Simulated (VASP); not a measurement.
# PbI2 (P-3m1) in VASP: a series of runs

PbI2 is run at these levels: PBE; tasks: single point.

Everything below comes from runs of VASP 6.6.1. Logs are shortened: lines on timing, memory, paths and dates and some standing lists are left out, and cuts for length are marked.

## Step 1: The cell of the first run

Symmetry: P-3m1, No. 164, trigonal system. Conventional cell: a = 4.564 Å, b = 4.564 Å, c = 7.048 Å, α = 90.00°, β = 90.00°, γ = 120.00°. Pb (site symmetry -3m) has 6 I at 3.24 Å within 4.3 Å. I (site symmetry 3m) has 3 Pb at 3.24 Å and 3 I at 4.21 Å within 4.3 Å.

## Step 2: Single point, PBE

INCAR reads:

```
ALGO     = Normal         # electronic algorithm
EDIFF    = 1E-6           # SCF threshold, eV
ENCUT    = 500            # plane-wave cutoff, eV
GGA      = PE             # functional
GGA_COMPAT= False        
ISIF     = 2              # what is computed and relaxed
ISMEAR   = -1             # smearing method
LASPH    = True           # aspherical terms in the spheres
LCHARG   = True           # write CHGCAR
LELF     = True           # ELF
LREAL    = False          # projectors in reciprocal space
LVHAR    = True         
LWAVE    = False          # write WAVECAR
NBANDS   = 21             # bands
NELM     = 120            # most SCF steps
PREC     = Accurate       # precision mode
SIGMA    = 0.02           # smearing width, eV
```

KPOINTS reads:

```
k-points
0
Gamma
  6 6 4
```

POSCAR reads:

```
PbI2
1.0
    4.5640817504      0.0000000000      0.0000000000
   -2.2820408752      3.9526107408      0.0000000000
    0.0000000000      0.0000000000      7.0475120173
Pb I
1 2
Direct
    0.0000000000      0.0000000000      0.0000000000
    0.3333333333      0.6666666667      0.2667068020
    0.6666666667      0.3333333333      0.7332931980
```

Potentials or basis: VASP PAW PBE potentials, release 64 (Pb_d, I).

The run is started by

```
$ cat potpaw_PBE.64/Pb_d/POTCAR potpaw_PBE.64/I/POTCAR > POTCAR
$ mpirun -np 1 vasp_std > vasp.out
```

OUTCAR:

```text
EDIFF = 1E-6
   ENCUT = 500
   GGA = PE
   ISIF = 2
   ISMEAR = -1
   LASPH = True
   LREAL = False
   NELM = 120
   PREC = Accurate

 ion  position               nearest neighbor table
   1  0.000  0.000  0.000-   2 3.24   3 3.24   3 3.24   2 3.24   3 3.24   2 3.24
   2  0.333  0.667  0.267-   1 3.24   1 3.24   1 3.24
   3  0.667  0.333  0.733-   1 3.24   1 3.24   1 3.24

  LATTYP: Found a hexagonal cell.
 ALAT       =     4.5640817504
 C/A-ratio  =     1.5441248432

  Lattice vectors:

 A1 = (   4.5640817504,   0.0000000000,   0.0000000000)
 A2 = (  -2.2820408752,   3.9526107408,   0.0000000000)
 A3 = (   0.0000000000,   0.0000000000,   7.0475120173)

Analysis of symmetry for initial positions (statically):
=====================================================================
 Subroutine PRICEL returns:
 Original cell was already a primitive cell.

 Routine SETGRP: Setting up the symmetry group for a
 hexagonal supercell.

 Subroutine GETGRP returns: Found 12 space group operations
 (whereof 12 operations were pure point group operations)
 out of a pool of 24 trial point group operations.

The static configuration has the point symmetry D_3d.

Analysis of symmetry for dynamics (positions and initial velocities):
=====================================================================
 Subroutine PRICEL returns:
 Original cell was already a primitive cell.

 Routine SETGRP: Setting up the symmetry group for a
 hexagonal supercell.

 Subroutine GETGRP returns: Found 12 space group operations
 (whereof 12 operations were pure point group operations)
 out of a pool of 24 trial point group operations.

The dynamic configuration has the point symmetry D_3d.

 Subroutine INISYM returns: Found 12 space group operations
 (whereof 12 operations are pure point group operations),
 and found     1 'primitive' translations

----------------------------------------------------------------------------------------

                                     Primitive cell

  volume of cell :     127.1374

  direct lattice vectors                    reciprocal lattice vectors
     4.564081750  0.000000000  0.000000000     0.219102123  0.126498670  0.000000000
    -2.282040875  3.952610741  0.000000000     0.000000000  0.252997339  0.000000000
     0.000000000  0.000000000  7.047512017     0.000000000  0.000000000  0.141894047

  length of vectors
     4.564081750  4.564081750  7.047512017     0.252997339  0.252997339  0.141894047

  position of ions in fractional coordinates (direct lattice)
     0.000000000  0.000000000  0.000000000
     0.333333333  0.666666667  0.266706802
     0.666666667  0.333333333  0.733293198

  ion indices of the primitive-cell ions
   primitive index   ion index
                 1           1
                 2           2
                 3           3

----------------------------------------------------------------------------------------

 KPOINTS: k-points

Automatic generation of k-mesh.
 Grid dimensions read from file:
 generate k-points for:    6    6    4

 Generating k-lattice:

  Cartesian coordinates                     Fractional coordinates (reciprocal lattice)
     0.036517020  0.021083112  0.000000000     0.166666667  0.000000000  0.000000000
     0.000000000  0.042166223  0.000000000     0.000000000  0.166666667  0.000000000
     0.000000000  0.000000000  0.035473512     0.000000000  0.000000000  0.250000000

  Length of vectors
     0.042166223  0.042166223  0.035473512

  Shift w.r.t. Gamma in fractional coordinates (k-lattice)
     0.000000000  0.000000000  0.000000000

 Subroutine IBZKPT returns following result:
 ===========================================

 Found     24 irreducible k-points:

 Following reciprocal coordinates:
            Coordinates               Weight
  0.000000  0.000000  0.000000      1.000000
  0.166667  0.000000  0.000000      6.000000
  0.333333  0.000000  0.000000      6.000000
  0.500000 -0.000000  0.000000      3.000000
  0.166667  0.166667  0.000000      6.000000
  0.333333  0.166667  0.000000     12.000000
[... 16 lines left out ...]
  0.333333  0.166667  0.500000     12.000000
  0.333333  0.333333  0.500000      2.000000
   k-points           NKPTS =     24   k-points in BZ     NKDIM =     24   number of bands    NBANDS=     21
   number of dos      NEDOS =    301   number of ions     NIONS =      3
   total plane-waves  NPLWV =  69984
   dimension x,y,z NGX =    36 NGY =   36 NGZ =   54
   dimension x,y,z NGXF=    72 NGYF=   72 NGZF=  108
   ions per type =               1   2
   NGX,Y,Z   is equivalent  to a cutoff of  13.11, 13.11, 12.74 a.u.
   NGXF,Y,Z  is equivalent  to a cutoff of  26.23, 26.23, 25.48 a.u.
 SYSTEM =  unknown system
   PREC   = accura    normal or accurate (medium, high low for compatibility)
   ISTART =      0    job   : 0-new  1-cont  2-samecut
   ICHARG =      2    charge: 1-file 2-atom 10-const
   ISPIN  =      1    spin polarized calculation?
[... 38 lines left out ...]
  volume of cell :      127.14
 maximum number of plane-waves:      3251
 NGX is ok and might be reduce to    36
   NGX = 17   NGY = 17   NGZ = 25

 number of electron      27.9999999 magnetization

 Free energy of the ion-electron system (eV)
  ---------------------------------------------------
  ext. energy  EPLUGINS =         0.00000000
  ---------------------------------------------------
  free energy    TOTEN  =        -8.57054465 eV

  energy without entropy =       -8.57054465  energy(sigma->0) =       -8.57054465

 E-fermi :   2.9458     XC(G=0):  -8.0743

 val. band max:        2.5560519477   @ k =   0.0000   0.0000   0.5000
 cond. band min:       4.7861122858   @ k =   0.0000   0.0000   0.5000
 fundamental gap:      2.2300603381
 Fermi energy:         2.9458159372

 k-point     1 :       0.0000    0.0000    0.0000
  band No.  band energies     occupation
      1     -13.5889      2.00000
      2     -13.5889      2.00000
      3     -13.5753      2.00000
      4     -13.5686      2.00000
      5     -13.5686      2.00000
      6      -9.5971      2.00000
[... 13 lines left out ...]
     20      10.3812      0.00000
     21      10.4610      0.00000

 k-point     2 :       0.1667    0.0000    0.0000
  band No.  band energies     occupation
      1     -13.5976      2.00000
      2     -13.5855      2.00000
      3     -13.5731      2.00000
      4     -13.5701      2.00000
      5     -13.5675      2.00000
      6      -9.4768      2.00000
[... 13 lines left out ...]
     20       9.9375      0.00000
     21      10.5602      0.00000

 k-point     3 :       0.3333    0.0000    0.0000
  band No.  band energies     occupation
      1     -13.6167      2.00000
      2     -13.5821      2.00000
      3     -13.5757      2.00000
      4     -13.5641      2.00000
      5     -13.5618      2.00000
      6      -9.1827      2.00000
[... 13 lines left out ...]
     20      10.8038      0.00000
     21      11.3586      0.00000

 k-point     4 :       0.5000   -0.0000    0.0000
  band No.  band energies     occupation
      1     -13.6265      2.00000
      2     -13.5817      2.00000
      3     -13.5774      2.00000
      4     -13.5605      2.00000
      5     -13.5577      2.00000
      6      -8.9679      2.00000
[... 13 lines left out ...]
     20      11.5449      0.00000
     21      12.2926      0.00000

 k-point     5 :       0.1667    0.1667    0.0000
  band No.  band energies     occupation
      1     -13.6085      2.00000
      2     -13.5860      2.00000
      3     -13.5721      2.00000
      4     -13.5698      2.00000
      5     -13.5625      2.00000
      6      -9.2672      2.00000
[... 13 lines left out ...]
     20      10.5330      0.00000
     21      11.2152      0.00000
[... 382 lines left out ...]
     20      10.7180      0.00000
     21      11.4210      0.00000

 k-point    22 :       0.1667    0.1667    0.5000
  band No.  band energies     occupation
      1     -13.6087      2.00000
      2     -13.5860      2.00000
      3     -13.5721      2.00000
      4     -13.5698      2.00000
      5     -13.5625      2.00000
      6      -9.1364      2.00000
[... 13 lines left out ...]
     20      10.1890      0.00000
     21      10.4127      0.00000

 k-point    23 :       0.3333    0.1667    0.5000
  band No.  band energies     occupation
      1     -13.6186      2.00000
      2     -13.5889      2.00000
      3     -13.5735      2.00000
      4     -13.5639      2.00000
      5     -13.5593      2.00000
      6      -8.9101      2.00000
[... 13 lines left out ...]
     20      10.6740      0.00000
     21      10.8146      0.00000

 k-point    24 :       0.3333    0.3333    0.5000
  band No.  band energies     occupation
      1     -13.6056      2.00000
      2     -13.6056      2.00000
      3     -13.5662      2.00000
      4     -13.5662      2.00000
      5     -13.5625      2.00000
      6      -8.8056      2.00000
[... 13 lines left out ...]
     20      10.2750      0.00000
     21      10.6953      0.00000

------------------------ aborting loop because EDIFF is reached ----------------------------------------

  FORCE on cell =-STRESS in cart. coord.  units (eV):
  Direction    XX          YY          ZZ          XY          YZ          ZX
  --------------------------------------------------------------------------------------
  -------------------------------------------------------------------------------------
  Total        1.0002567      1.0002567      0.9546261      0.0000000      0.0000000      0.0000000
  in kB       12.6051720     12.6051720     12.0301375      0.0000000      0.0000000      0.0000000
  external PRESSURE =      12.4134938 kB  Pullay stress =       0.0000000 kB

 VOLUME and BASIS-vectors are now :
 -----------------------------------------------------------------------------
  energy-cutoff  :      500.00
  volume of cell :      127.14
      direct lattice vectors                 reciprocal lattice vectors
     4.564081750  0.000000000  0.000000000     0.219102123  0.126498670  0.000000000
    -2.282040875  3.952610741  0.000000000     0.000000000  0.252997339  0.000000000
     0.000000000  0.000000000  7.047512017     0.000000000  0.000000000  0.141894047

 POSITION                                       TOTAL-FORCE (eV/Angst)
 -----------------------------------------------------------------------------------
      0.00000      0.00000      0.00000        -0.000000      0.000000      0.000000
     -0.00000      2.63507      1.87962         0.000000     -0.000000      0.046036
      2.28204      1.31754      5.16789        -0.000000      0.000000     -0.046036
 -----------------------------------------------------------------------------------
    total drift:                                0.000000      0.000000     -0.000000

  FREE ENERGIE OF THE ION-ELECTRON SYSTEM (eV)
  ---------------------------------------------------
  free  energy   TOTEN  =        -8.5705446466 eV

  energy  without entropy=       -8.5705446466  energy(sigma->0) =       -8.57054465
```

Run time: 29 s. Hardware: 1 thread of AMD EPYC 9R45 (Zen 5), shared host; peak memory 0.23 GiB.

Results:

* Free energy: -8.5705 eV
* Pressure: 1.2 GPa
* Largest force: 0.046 eV/Å
* Band gap on the k mesh: 2.23 eV

Forces on the atoms (eV/Å):
```
Pb   0.000  0.000  0.000
I    0.000  0.000  0.046
I    0.000  0.000 -0.046
```

Caveat: spin-orbit coupling is left out, which moves the levels of the heavy elements; this functional lacks dispersion, which binds layers or chains, so the pressure and a relaxed spacing across them are unreliable.

## Step 3: Single point, PBE (strain +1.0%)

INCAR reads:

```
PREC = Accurate
ENCUT = 500
EDIFF = 1E-6
ISMEAR = -1
SIGMA = 0.02
LREAL = F
LASPH = T
NELM = 120
ALGO = Normal
ISIF = 2
LWAVE = F
LCHARG = F
GGA = PE
NBANDS = 21
GGA_COMPAT = F
```

KPOINTS reads:

```
regular mesh
0
Gamma
  6 6 4
```

POSCAR reads:

```
PbI2
1.0
    4.6097225679      0.0000000000      0.0000000000
   -2.3048612839      3.9921368482      0.0000000000
    0.0000000000      0.0000000000      7.1179871375
Pb I
1 2
Direct
    0.0000000000      0.0000000000      0.0000000000
    0.3333333333      0.6666666667      0.2617237492
    0.6666666667      0.3333333333      0.7382762508
```

Potentials or basis: VASP PAW PBE potentials, release 64 (Pb_d, I).

The run is started by

```
$ cat potpaw_PBE.64/Pb_d/POTCAR potpaw_PBE.64/I/POTCAR > POTCAR
$ mpirun -np 1 vasp_std > vasp.out
```

It took 32 s on 1 thread of AMD EPYC 9R45 (Zen 5), shared host; peak memory 0.23 GiB.

It converged, with:

| Quantity | Value |
| --- | --- |
| Free energy | -8.5927 eV |
| Pressure | 0.8 GPa |
| Largest force | 0.042 eV/Å |
| Band gap on the k mesh | 2.28 eV |

Forces on the atoms (eV/Å):
```
Pb   0.000  0.000  0.000
I    0.000  0.000  0.042
I    0.000  0.000 -0.042
```

Levels at points of the mesh, in eV from the valence-band top:
```csv
k point,band 10,band 11,band 12,band 13,band 14,band 15,band 16,band 17,band 18,band 19
"(0.00, 0.00, 0.00)",-0.91,-0.91,-0.80,-0.80,-0.62,2.51,3.38,3.38,6.35,7.55
"(0.50, 0.00, 0.00)",-2.16,-1.90,-1.36,-0.68,-0.34,2.94,3.76,4.69,5.26,8.01
"(0.00, 0.00, 0.50)",-1.02,-1.02,-0.65,-0.65,0.00,2.28,3.23,3.23,6.56,7.43
"(0.50, 0.00, 0.50)",-1.73,-1.59,-1.17,-0.98,-0.59,3.29,3.81,4.14,5.90,7.69
```

Caveat: the cell differs from its parent crystal (strain +1.0%); spin-orbit coupling is left out, which moves the levels of the heavy elements; this functional lacks dispersion, which binds layers or chains, so the pressure and a relaxed spacing across them are unreliable. A k mesh can miss the band edges.

## Step 4: Single point, PBE (uniaxial z strain +4.0%)

INCAR reads:

```
ALGO = Normal
EDIFF = 1E-6
ENCUT = 500
GGA = PE
GGA_COMPAT = False
ISIF = 2
ISMEAR = -1
LASPH = True
LCHARG = False
LREAL = False
LWAVE = False
NBANDS = 21
NELM = 120
PREC = Accurate
SIGMA = 0.02
```

KPOINTS reads:

```
k-points
0
Gamma
  6 6 4
```

POSCAR reads:

```
PbI2
1.0
    4.5640817504      0.0000000000      0.0000000000
   -2.2820408752      3.9526107408      0.0000000000
    0.0000000000      0.0000000000      7.3294124980
Pb I
1 2
Direct
    0.0000000000      0.0000000000      0.0000000000
    0.3333333333      0.6666666667      0.2586307178
    0.6666666667      0.3333333333      0.7413692822
```

The run is started by

```
$ cat potpaw_PBE.64/Pb_d/POTCAR potpaw_PBE.64/I/POTCAR > POTCAR
$ mpirun -np 1 vasp_std > vasp.out
```

It took 30 s on 1 thread of AMD EPYC 9R45 (Zen 5), shared host; peak memory 0.23 GiB.

It converged, with:

* Free energy: -8.5946 eV
* Pressure: 0.8 GPa
* Largest force: 0.041 eV/Å
* Band gap on the k mesh: 2.36 eV

Forces on the atoms (eV/Å):
```
Pb   0.000  0.000  0.000
I    0.000  0.000  0.041
I    0.000  0.000 -0.041
```

Stress tensor (GPa, compression positive):
```
0.95 0.00 0.00
0.00 0.95 0.00
0.00 0.00 0.64
```

Levels at points of the mesh, in eV from the valence-band top:
```
           k point  band 12  band 13  band 14  band 15  band 16  band 17
(0.00, 0.00, 0.00)    -0.75    -0.73    -0.73     2.58     3.42     3.42
(0.50, 0.00, 0.00)    -1.35    -0.69    -0.39     2.96     3.78     4.54
(0.00, 0.00, 0.50)    -0.61    -0.61     0.00     2.36     3.30     3.30
(0.50, 0.00, 0.50)    -1.11    -0.93    -0.71     3.25     3.77     4.09
```

Caveat: the cell differs from its parent crystal (uniaxial z strain +4.0%); spin-orbit coupling is left out, which moves the levels of the heavy elements; this functional lacks dispersion, which binds layers or chains, so the pressure and a relaxed spacing across them are unreliable. A k mesh can miss the band edges.

## Step 5: Single point, PBE (strain +3.0%)

INCAR reads:

```
  ALGO = Normal
  EDIFF = 1E-6
  ENCUT = 500
  GGA = PE
  GGA_COMPAT = F
  ISIF = 2
  ISMEAR = -1
  LASPH = T
  LCHARG = F
  LREAL = F
  LWAVE = F
  NBANDS = 21
  NELM = 120
  PREC = Accurate
  SIGMA = 0.02
```

KPOINTS is that of step 4.

POSCAR reads:

```
PbI2
1.0
    4.7010042029      0.0000000000      0.0000000000
   -2.3505021014      4.0711890630      0.0000000000
    0.0000000000      0.0000000000      7.2589373779
Pb I
1 2
Direct
    0.0000000000      0.0000000000      0.0000000000
    0.3333333333      0.6666666667      0.2512685681
    0.6666666667      0.3333333333      0.7487314319
```

The run is started by

```
$ cat potpaw_PBE.64/Pb_d/POTCAR potpaw_PBE.64/I/POTCAR > POTCAR
$ mpirun -np 1 vasp_std > vasp.out
```

It took 30 s on 1 thread of AMD EPYC 9R45 (Zen 5), shared host; peak memory 0.24 GiB.

Results (log left out):

| Quantity | Value |
| --- | --- |
| Free energy | -8.6126 eV |
| Pressure | 0.2 GPa |
| Largest force | 0.036 eV/Å |
| Band gap on the k mesh | 2.28 eV (least direct gap 2.36 eV) |

Forces on the atoms (eV/Å):
```
Pb   0.000  0.000  0.000
I    0.000  0.000  0.036
I    0.000  0.000 -0.036
```

Stress tensor (GPa, compression positive):
```
0.10 0.00 0.00
0.00 0.10 0.00
0.00 0.00 0.42
```

Levels at points of the mesh, in eV from the valence-band top:
```
           k point  band 11  band 12  band 13  band 14  band 15  band 16  band 17  band 18
(0.00, 0.00, 0.00)    -0.86    -0.72    -0.72    -0.48     2.45     3.37     3.37     6.20
(0.50, 0.00, 0.00)    -1.79    -1.04    -0.61    -0.33     3.04     3.90     4.76     5.52
(0.00, 0.00, 0.50)    -0.93    -0.62    -0.62    -0.08     2.28     3.26     3.26     6.80
(0.50, 0.00, 0.50)    -1.42    -0.96    -0.82    -0.47     3.35     4.02     4.18     6.06
```

Caveat: the cell differs from its parent crystal (strain +3.0%); spin-orbit coupling is left out, which moves the levels of the heavy elements; this functional lacks dispersion, which binds layers or chains, so the pressure and a relaxed spacing across them are unreliable. A k mesh can miss the band edges.

## Step 6: The runs side by side

| cell | gap on the mesh (eV) | pressure (GPa) | largest force (eV/Å) |
| --- | --- | --- | --- |
| a = 4.564, b = 4.564, c = 7.048 Å, angles 90.0, 90.0, 120.0°, 3 atoms, atomic positions A | 2.23 | 1.2 | 0.05 |
| a = 4.610, b = 4.610, c = 7.118 Å, angles 90.0, 90.0, 120.0°, 3 atoms, atomic positions B | 2.28 | 0.8 | 0.04 |
| a = 4.564, b = 4.564, c = 7.329 Å, angles 90.0, 90.0, 120.0°, 3 atoms, atomic positions C | 2.36 | 0.8 | 0.04 |
| a = 4.701, b = 4.701, c = 7.259 Å, angles 90.0, 90.0, 120.0°, 3 atoms, atomic positions D | 2.28 | 0.2 | 0.04 |

Alike in all rows: task single point; level PBE; potentials or basis VASP PAW PBE potentials, release 64 (Pb_d, I); no spin polarisation; k mesh 6 × 6 × 4; cutoff (eV) 500; smearing fermi-dirac 0.02 eV.

Caveats: spin-orbit coupling is left out, which moves the levels of the heavy elements; this functional lacks dispersion, which binds layers or chains, so the pressure and a relaxed spacing across them are unreliable.

Total energies depend on the potentials used, so only differences within one code and one set of settings carry meaning.
